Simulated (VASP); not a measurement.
# Pt (Immm) in VASP: single point with PBEsol-based screened hybrid with 25 % exact exchange

Aim: the single point of Pt with PBEsol-based screened hybrid with 25 % exact exchange.

Program: VASP 6.6.1. These are calculated values, not measurements. Logs are shortened: lines on timing, memory, paths and dates and some standing lists are left out, and cuts for length are marked.

### 1 The cell of the first run

Symmetry: Immm, No. 71, orthorhombic system. Conventional cell: a = 2.697 Å, b = 2.941 Å, c = 3.717 Å, α = 90.00°, β = 90.00°, γ = 90.00°. Within 3.8 Å of Pt (site symmetry mmm) lie 14 Pt at 2.70 to 3.72 Å.

### 2 Single point, PBEsol-based screened hybrid with 25 % exact exchange

POSCAR reads:

```
Pt
1.0
   -1.3498842038      1.4702230042      1.8572477398
    1.3460268962     -1.4709395888      1.8594838843
    1.3504736676      1.4703935786     -1.8566747709
Pt
1
Direct
    0.0000000000      0.0000000000      0.0000000000
```

INCAR.step1 reads:

```
SYSTEM = Pt
ALGO = Normal
EDIFF = 1E-5
ENCUT = 520
GGA = PE
ISIF = 2
ISMEAR = -1
LASPH = .TRUE.
LCHARG = .FALSE.
LREAL = .FALSE.
LWAVE = .TRUE.
NBANDS = 11
NELM = 60
PREC = Accurate
SIGMA = 0.05
```

INCAR.step2 reads:

```
SYSTEM = Pt
AEXX = 0.25
ALGO = Normal
EDIFF = 1E-6
ENCUT = 520
GGA = PS
HFSCREEN = 0.207
ISIF = 2
ISMEAR = -1
ISTART = 1
LASPH = .TRUE.
LCHARG = .FALSE.
LHFCALC = .TRUE.
LREAL = .FALSE.
LWAVE = .FALSE.
NBANDS = 11
NELM = 60
PREC = Accurate
PRECFOCK = Normal
SIGMA = 0.05
```

KPOINTS reads:

```
k-points
0
G
  6 6 6
  0 0 0
```

Potentials or basis: VASP PAW PBE potentials, release 64 (Pt).

Command:

```bash
$ cat potpaw_PBE.64/Pt/POTCAR > POTCAR
$ cp INCAR.step1 INCAR
$ mpirun -np 1 vasp_std > vasp.out
$ cp INCAR.step2 INCAR
$ mpirun -np 1 vasp_std > vasp.out
```

OUTCAR:

```text
SYSTEM = Pt
   AEXX = 0.25
   EDIFF = 1E-6
   ENCUT = 520
   GGA = PS
   HFSCREEN = 0.207
   ISIF = 2
   ISMEAR = -1
   ISTART = 1
   LASPH = .TRUE.
   LHFCALC = .TRUE.
   LREAL = .FALSE.
   NELM = 60
   PREC = Accurate
   PRECFOCK = Normal

 ion  position               nearest neighbor table
   1  0.000  0.000  0.000-

  LATTYP: Found a body centered orthorhombic cell.
 ALAT       =     2.6965020823
 B/A-ratio  =     1.0905301045
 C/A-ratio  =     1.3783537269

  Lattice vectors:

 A1 = (  -1.3498842038,   1.4702230042,   1.8572477398)
 A2 = (   1.3460268962,  -1.4709395888,   1.8594838843)
 A3 = (   1.3504736676,   1.4703935786,  -1.8566747709)

Analysis of symmetry for initial positions (statically):
=====================================================================
 Subroutine PRICEL returns:
 Original cell was already a primitive cell.

 Routine SETGRP: Setting up the symmetry group for a
 body centered orthorhombic supercell.

 Subroutine GETGRP returns: Found  8 space group operations
 (whereof  8 operations were pure point group operations)
 out of a pool of  8 trial point group operations.

The static configuration has the point symmetry D_2h.

Analysis of symmetry for dynamics (positions and initial velocities):
=====================================================================
 Subroutine PRICEL returns:
 Original cell was already a primitive cell.

 Routine SETGRP: Setting up the symmetry group for a
 body centered orthorhombic supercell.

 Subroutine GETGRP returns: Found  8 space group operations
 (whereof  8 operations were pure point group operations)
 out of a pool of  8 trial point group operations.

The dynamic configuration has the point symmetry D_2h.

 Subroutine INISYM returns: Found  8 space group operations
 (whereof  8 operations are pure point group operations),
 and found     1 'primitive' translations

----------------------------------------------------------------------------------------

                                     Primitive cell

  volume of cell :      14.7357

  direct lattice vectors                    reciprocal lattice vectors
    -1.349884204  1.470223004  1.857247740    -0.000211509  0.340012341  0.269118928
     1.346026896 -1.470939589  1.859483884     0.370570309 -0.000126782  0.269438155
     1.350473668  1.470393579 -1.856674771     0.370919401  0.339990295  0.000450499

  length of vectors
     2.726373454  2.726377082  2.726367108     0.433628221  0.458169499  0.503164789

[... 93 lines left out ...]
   ISMEAR =    -1;   SIGMA  =   0.05  broadening in eV -4-tet -1-fermi 0-gaus
   EFERMI_NEDOS =   21; number of points for ismear=-14 and -15
   IALGO  =     38    algorithm
   IMIX   =      1    mixing-type and parameters
     AMIX     =   0.40;   BMIX     =  1.00
     AMIX_MAG =   1.60;   BMIX_MAG =  1.00
  volume/ion in A,a.u.               =      14.74        99.44
  Fermi-wavevector in a.u.,A,eV,Ry     =   1.438637  2.718630 28.159665  2.069677
  Thomas-Fermi vector in A             =   2.557582
   LORBIT       =      0    0 simple, 1 ext, 2 COOP (PROOUT), +10 PAW based schemes
   GGA     = PS    functional components
   LHFCALC =     T    Hartree Fock is set to
   PRECFOCK=normal    Normal, Fast or Accurate (Low or Medium for compatibility)
   ENCUT4O =  -1.0   cutoff for four orbital integrals eV
   NKREDX  =     1    reduce k-point grid by
   NKREDY  =     1    reduce k-point grid by
   NKREDZ  =     1    reduce k-point grid by
   AEXX    =    0.2500 exact exchange contribution
   HFSCREEN=    0.2070 screening length (either q_TF or 0.3 A-1)
   HFSCREENC=   0.2070 screening length for correlation (either q_TF or 0.3 A-1)
   ENCUTFOCK=  -1.0 apply spherical cutoff to Coloumb kernel
   IVDW    =     0    specifies the selected vdW correction
   LEPSILON=     F    determine dielectric tensor
   LRPA    =     F    only Hartree local field effects (RPA)
 non-spin polarized calculation
  energy-cutoff  :      520.00
  volume of cell :       14.74
 maximum number of plane-waves:       408
  NGX = 16; NGY = 16; NGZ = 16

 number of electron      10.0000012 magnetization

 Free energy of the ion-electron system (eV)
  ---------------------------------------------------
  ext. energy  EPLUGINS =         0.00000000
  ---------------------------------------------------
  free energy    TOTEN  =        -7.63403489 eV

  energy without entropy =       -7.63116327  energy(sigma->0) =       -7.63259908

 E-fermi :  10.8800     XC(G=0): -11.1499

 val. band max:       10.7524267596   @ k =   0.5000   0.5000   0.5000
 cond. band min:      10.9077476346   @ k =   0.1667   0.3333   0.1667
 fundamental gap:      0.1553208750
 Fermi energy:        10.8799786252

 k-point     1 :       0.0000    0.0000    0.0000
  band No.  band energies     occupation
      1      -0.3215      2.00000
      2       5.6804      2.00000
      3       6.7249      2.00000
      4       6.7588      2.00000
      5       8.2400      2.00000
      6       9.2063      2.00000
      7      26.9961      0.00000
      8      30.3597      0.00000
      9      33.0388      0.00000
     10      33.8265      0.00000
     11      37.8545      0.00000
[... 309 lines left out ...]
 k-point    24 :       0.1667    0.3333    0.1667
  band No.  band energies     occupation
      1       4.5454      2.00000
      2       4.6515      2.00000
      3       6.6293      2.00000
      4       8.3013      2.00000
      5      10.9077      0.72923
      6      18.0528      0.00000
      7      18.4218      0.00000
      8      23.9129      0.00000
      9      25.7103      0.00000
     10      34.2137      0.00000
     11      38.9656      0.00000

 [... further k-points ...]

------------------------ aborting loop because EDIFF is reached ----------------------------------------

  FORCE on cell =-STRESS in cart. coord.  units (eV):
  Direction    XX          YY          ZZ          XY          YZ          ZX
  --------------------------------------------------------------------------------------
  -------------------------------------------------------------------------------------
  Total        0.0431184      0.0323316      0.0413248     -0.0000022     -0.0000017      0.0000020
  in kB        4.6881607      3.5153365      4.4931449     -0.0002437     -0.0001823      0.0002210
  external PRESSURE =       4.2322140 kB  Pullay stress =       0.0000000 kB

 VOLUME and BASIS-vectors are now :
 -----------------------------------------------------------------------------
  energy-cutoff  :      520.00
  volume of cell :       14.74
      direct lattice vectors                 reciprocal lattice vectors
    -1.349884204  1.470223004  1.857247740    -0.000211509  0.340012341  0.269118928
     1.346026896 -1.470939589  1.859483884     0.370570309 -0.000126782  0.269438155
     1.350473668  1.470393579 -1.856674771     0.370919401  0.339990295  0.000450499

 POSITION                                       TOTAL-FORCE (eV/Angst)
 -----------------------------------------------------------------------------------
      0.00000      0.00000      0.00000        -0.000000     -0.000000      0.000000
 -----------------------------------------------------------------------------------
    total drift:                                0.000001     -0.000000     -0.000013

  FREE ENERGIE OF THE ION-ELECTRON SYSTEM (eV)
  ---------------------------------------------------
  free  energy   TOTEN  =        -7.6340348904 eV

  energy  without entropy=       -7.6311632690  energy(sigma->0) =       -7.63259908
```

OUTCAR.step1:

```text
SYSTEM = Pt
   EDIFF = 1E-5
   ENCUT = 520
   GGA = PE
   ISIF = 2
   ISMEAR = -1
   LASPH = .TRUE.
[... 554 lines left out ...]
 -----------------------------------------------------------------------------------
      0.00000      0.00000      0.00000         0.000000      0.000000      0.000000
 -----------------------------------------------------------------------------------
    total drift:                                0.000000     -0.000000     -0.000000

  FREE ENERGIE OF THE ION-ELECTRON SYSTEM (eV)
  ---------------------------------------------------
  free  energy   TOTEN  =        -6.1483433987 eV

  energy  without entropy=       -6.1406038837  energy(sigma->0) =       -6.14447364
```

It took 36 min on 1 thread of AMD EPYC 7R43 (Zen 3), shared host; peak memory 0.2 GiB.

Results:

- Free energy: -7.6340 eV
- Pressure: 0.4 GPa
- Band gap on the k mesh: zero (bands 5 and 6 overlap by 3.14 eV)

Levels at points of the mesh, in eV from the Fermi level:
| k point | band 3 | band 4 | band 5 | band 6 | band 7 | band 8 |
| --- | --- | --- | --- | --- | --- | --- |
| (0.00, 0.00, 0.00) | -4.16 | -4.12 | -2.64 | -1.67 | 16.12 | 19.48 |
| (0.50, 0.00, 0.00) | -4.43 | -0.96 | -0.65 | 0.49 | 6.84 | 16.00 |
| (0.00, 0.50, 0.00) | -3.83 | 0.20 | 0.37 | 0.42 | 7.99 | 15.09 |
| (0.50, 0.50, 0.00) | -0.73 | 0.66 | 1.05 | 1.86 | 10.14 | 13.09 |
| (0.50, 0.50, 0.50) | -0.13 | 0.72 | 1.06 | 3.35 | 10.38 | 11.96 |

Caveat: the k points lie up to 0.48 Å⁻¹ apart, too coarse for converged energies and pressures of a metal; the PAW data sets were made with another functional, which shifts forces and pressure a little; spin-orbit coupling is left out, which moves the levels of the heavy elements.

The gap in the log of VASP goes by the Fermi energy; the results here count the filled bands.